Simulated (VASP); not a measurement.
# SiNi (Pmmn) in VASP: a series of runs, part 2 of 2

VASP 6.6.1. Earlier steps stand in the parts before.

## 3. Single point, PBE, collinear spin, ferromagnetic start

Input file INCAR:

```
SYSTEM = SiNi
PREC     = Accurate       ! precision mode
ENCUT    = 690            ! plane-wave cutoff, eV
EDIFF    = 1E-6           ! SCF threshold, eV
ISMEAR   = 0              ! smearing method
SIGMA    = 0.05           ! smearing width, eV
LREAL    = .FALSE.        ! projectors in reciprocal space
LASPH    = .TRUE.         ! aspherical terms in the spheres
NELM     = 200            ! most SCF steps
ALGO     = Normal         ! electronic algorithm
ISIF     = 2              ! what is computed and relaxed
LWAVE    = .FALSE.        ! write WAVECAR
LCHARG   = .TRUE.         ! write CHGCAR
ISPIN    = 2              ! spin polarisation
MAGMOM   = 2 2 0 0        ! initial moments
LORBIT   = 11             ! projections on sites
LMAXMIX  = 4              ! l up to which the mixer works
GGA      = PE             ! functional
LELF     = .TRUE.         ! ELF
LVHAR    = .TRUE.       
NBANDS   = 34             ! bands
GGA_COMPAT= .FALSE.
```

Input file KPOINTS:

```
Automatic mesh
0
G
  9 9 6
  0 0 0
```

Input file POSCAR:

```
SiNi
1.0
    3.0266200000      0.0000000000      0.0000000000
    0.0000000000      3.2735000000      0.0000000000
    0.0000000000      0.0000000000      4.6977600000
Ni Si
2 2
Direct
    0.5000000000      0.5000000000      0.3442200000
    0.0000000000      0.0000000000      0.6557800000
    0.5000000000      0.5000000000      0.8423000000
    0.0000000000      0.0000000000      0.1577000000
```

Potentials or basis: VASP PAW PBE potentials, release 64 (Ni_sv_GW, Si).

On the command line:

```sh
$ cat potpaw_PBE.64/Ni_sv_GW/POTCAR potpaw_PBE.64/Si/POTCAR > POTCAR
$ mpirun -np 1 vasp_std > vasp.out
```

OUTCAR:

```text
SYSTEM = SiNi
   PREC = Accurate
   ENCUT = 690
   EDIFF = 1E-6
   ISMEAR = 0
   LREAL = .FALSE.
   LASPH = .TRUE.
   NELM = 200
   ISIF = 2
   ISPIN = 2
   LORBIT = 11
   GGA = PE

 ion  position               nearest neighbor table
   1  0.500  0.500  0.344-   3 2.34   3 2.36   4 2.40   4 2.40   4 2.40   4 2.40
   2  0.000  0.000  0.656-   4 2.34   4 2.36   3 2.40   3 2.40   3 2.40   3 2.40
   3  0.500  0.500  0.842-   1 2.34   1 2.36   2 2.40   2 2.40   2 2.40   2 2.40   4 2.68   4 2.68
                             4 2.68   4 2.68
   4  0.000  0.000  0.158-   2 2.34   2 2.36   1 2.40   1 2.40   1 2.40   1 2.40   3 2.68   3 2.68
                             3 2.68   3 2.68

  LATTYP: Found a simple orthorhombic cell.
 ALAT       =     3.0266200000
 B/A-ratio  =     1.0815695396
 C/A-ratio  =     1.5521472798

  Lattice vectors:

 A1 = (   3.0266200000,   0.0000000000,   0.0000000000)
 A2 = (   0.0000000000,   3.2735000000,   0.0000000000)
 A3 = (   0.0000000000,   0.0000000000,   4.6977600000)

Analysis of symmetry for initial positions (statically):
=====================================================================
 Subroutine PRICEL returns:
 Original cell was already a primitive cell.

 Routine SETGRP: Setting up the symmetry group for a
 simple orthorhombic supercell.

 Subroutine GETGRP returns: Found  8 space group operations
 (whereof  4 operations were pure point group operations)
 out of a pool of  8 trial point group operations.

The static configuration has the point symmetry C_2v.
 The point group associated with its full space group is D_2h.

Analysis of symmetry for dynamics (positions and initial velocities):
=====================================================================
 Subroutine PRICEL returns:
 Original cell was already a primitive cell.

 Routine SETGRP: Setting up the symmetry group for a
 simple orthorhombic supercell.

 Subroutine GETGRP returns: Found  8 space group operations
 (whereof  4 operations were pure point group operations)
 out of a pool of  8 trial point group operations.

The dynamic configuration has the point symmetry C_2v.
 The point group associated with its full space group is D_2h.

Analysis of structural, dynamic, and magnetic symmetry:
=====================================================================
 Subroutine PRICEL returns:
 Original cell was already a primitive cell.

 Routine SETGRP: Setting up the symmetry group for a
 simple orthorhombic supercell.

 Subroutine GETGRP returns: Found  8 space group operations
 (whereof  4 operations were pure point group operations)
 out of a pool of  8 trial point group operations.

The overall configuration has the point symmetry C_2v.
 The point group associated with its full space group is D_2h.

 Subroutine INISYM returns: Found  8 space group operations
 (whereof  4 operations are pure point group operations),
 and found     1 'primitive' translations

----------------------------------------------------------------------------------------

                                     Primitive cell

  volume of cell :      46.5437

  direct lattice vectors                    reciprocal lattice vectors
     3.026620000  0.000000000  0.000000000     0.330401570  0.000000000  0.000000000
     0.000000000  3.273500000  0.000000000     0.000000000  0.305483428  0.000000000
[... 93 lines left out ...]
   IBRION =     -1    ionic relax: 0-MD 1-quasi-New 2-CG
   NFREE  =      0    steps in history (QN), initial steepest desc. (CG)
   ISIF   =      2    stress and relaxation
   ISYM   =      2    0-nonsym 1-usesym 2-fastsym
   POTIM  = 0.5000    time-step for ionic-motion
   TEBEG  =    0.0;   TEEND  =   0.0 temperature during run
   PSTRESS=    0.0 pullay stress
   NELECT =      44.0000    total number of electrons
   NUPDOWN=      -1.0000    fix difference up-down
   EMIN   =  10.00;   EMAX   =-10.00  energy-range for DOS
   EFERMI =   0.00;   METHOD = LEGACY
   ISMEAR =     0;   SIGMA  =   0.05  broadening in eV -4-tet -1-fermi 0-gaus
   EFERMI_NEDOS =   21; number of points for ismear=-14 and -15
   IALGO  =     38    algorithm
   IMIX   =      4    mixing-type and parameters
     AMIX     =   0.40;   BMIX     =  1.00
     AMIX_MAG =   1.60;   BMIX_MAG =  1.00
  volume/ion in A,a.u.               =      11.64        78.52
  Fermi-wavevector in a.u.,A,eV,Ry     =   1.606714  3.036250 35.123866  2.581531
  Thomas-Fermi vector in A             =   2.702858
   LORBIT       =     11    0 simple, 1 ext, 2 COOP (PROOUT), +10 PAW based schemes
   GGA     = PE    functional components
   LHFCALC =     F    Hartree Fock is set to
   AEXX    =    0.0000 exact exchange contribution
   IVDW    =     0    specifies the selected vdW correction
   LEPSILON=     F    determine dielectric tensor
   LRPA    =     F    only Hartree local field effects (RPA)
 spin polarized calculation
 Gauss-broadening in eV      SIGMA  =   0.05
  energy-cutoff  :      690.00
  volume of cell :       46.54
 maximum number of plane-waves:      1933
 NGX is ok and might be reduce to    28
   NGX = 13   NGY = 15   NGZ = 21

 number of electron      43.9999994 magnetization      -0.0001664

 number of electron      43.9999994 magnetization       0.0014059

 Free energy of the ion-electron system (eV)
  ---------------------------------------------------
  ext. energy  EPLUGINS =         0.00000000
  ---------------------------------------------------
  free energy    TOTEN  =       -25.50085918 eV

  energy without entropy =      -25.49870021  energy(sigma->0) =      -25.49977970

 E-fermi :  10.5785     XC(G=0): -12.7434

 val. band max:       10.5781087156   @ k =   0.4444   0.4444   0.3333
 cond. band min:      10.5887744850   @ k =   0.1111   0.0000   0.1667
 fundamental gap:      0.0106657695
 Fermi energy:        10.5785269558

 spin component 1

 k-point     1 :       0.0000    0.0000    0.0000
  band No.  band energies     occupation
      1     -93.3988      1.00000
      2     -93.3898      1.00000
      3     -53.9197      1.00000
      4     -53.8940      1.00000
      5     -53.7901      1.00000
      6     -53.7549      1.00000
[... 877 lines left out ...]
     33      26.6456      0.00000
     34      27.6132      0.00000

 [... further k-points ...]

 spin component 2

 k-point     1 :       0.0000    0.0000    0.0000
  band No.  band energies     occupation
      1     -93.3982      1.00000
      2     -93.3893      1.00000
      3     -53.9191      1.00000
      4     -53.8935      1.00000
      5     -53.7895      1.00000
      6     -53.7544      1.00000
[... 877 lines left out ...]
     33      26.4237      0.00000
     34      27.4269      0.00000

 [... further k-points ...]

------------------------ aborting loop because EDIFF is reached ----------------------------------------

  FORCE on cell =-STRESS in cart. coord.  units (eV):
  Direction    XX          YY          ZZ          XY          YZ          ZX
  --------------------------------------------------------------------------------------
  -------------------------------------------------------------------------------------
  Total       -0.0575532      0.3984273      0.0577872      0.0000000      0.0000000      0.0000000
  in kB       -1.9811573     13.7150890      1.9892134      0.0000000      0.0000000      0.0000000
  external PRESSURE =       4.5743817 kB  Pullay stress =       0.0000000 kB

 VOLUME and BASIS-vectors are now :
 -----------------------------------------------------------------------------
  energy-cutoff  :      690.00
  volume of cell :       46.54
      direct lattice vectors                 reciprocal lattice vectors
     3.026620000  0.000000000  0.000000000     0.330401570  0.000000000  0.000000000
     0.000000000  3.273500000  0.000000000     0.000000000  0.305483428  0.000000000
     0.000000000  0.000000000  4.697760000     0.000000000  0.000000000  0.212867409

 POSITION                                       TOTAL-FORCE (eV/Angst)
 -----------------------------------------------------------------------------------
      1.51331      1.63675      1.61706         0.000000      0.000000     -0.129074
      0.00000      0.00000      3.08070         0.000000      0.000000      0.129074
      1.51331      1.63675      3.95692         0.000000      0.000000      0.098046
      0.00000      0.00000      0.74084         0.000000      0.000000     -0.098046
 -----------------------------------------------------------------------------------
    total drift:                                0.000000      0.000000     -0.000000

  FREE ENERGIE OF THE ION-ELECTRON SYSTEM (eV)
  ---------------------------------------------------
  free  energy   TOTEN  =       -25.5008591842 eV

  energy  without entropy=      -25.4987002104  energy(sigma->0) =      -25.49977970

 total charge

# of ion       s       p       d       f       tot
--------------------------------------------------
    1        2.223   6.348   7.894   0.004  16.469
    2        2.223   6.348   7.894   0.004  16.469
    3        0.749   0.854   0.000   0.000   1.603
    4        0.749   0.854   0.000   0.000   1.603
--------------------------------------------------
tot          5.945  14.403  15.789   0.007  36.144

 magnetization (x)

# of ion       s       p       d       f       tot
--------------------------------------------------
    1        0.000   0.000   0.000  -0.000   0.000
    2        0.000   0.000   0.000  -0.000   0.000
    3       -0.000  -0.000   0.000   0.000  -0.000
    4       -0.000  -0.000   0.000   0.000  -0.000
--------------------------------------------------
tot          0.000  -0.000   0.000  -0.000   0.000
```

It took 5 min on 1 thread of Intel Xeon 6975P-C (Granite Rapids), shared host; peak memory 0.47 GiB.

Results:

```
Free energy                                           : -25.5009 eV
Pressure                                              : 0.5 GPa
Largest force                                         : 0.129 eV/Å
Band gap on the k mesh                                : zero (filled and empty bands overlap)
Net moment                                            : 0.00 μB per cell
Valence electrons inside the program's atomic spheres : Ni 16.47; Si 1.60
```

Forces in eV/Å, atoms in the order of the input:
```
Ni   0.000  0.000 -0.129
Ni   0.000  0.000  0.129
Si   0.000  0.000  0.098
Si   0.000  0.000 -0.098
```

Stress tensor (GPa, compression positive):
```
-0.20  0.00  0.00
 0.00  1.37  0.00
 0.00  0.00  0.20
```

Caveat: the moments typed at the start vanished in this run.
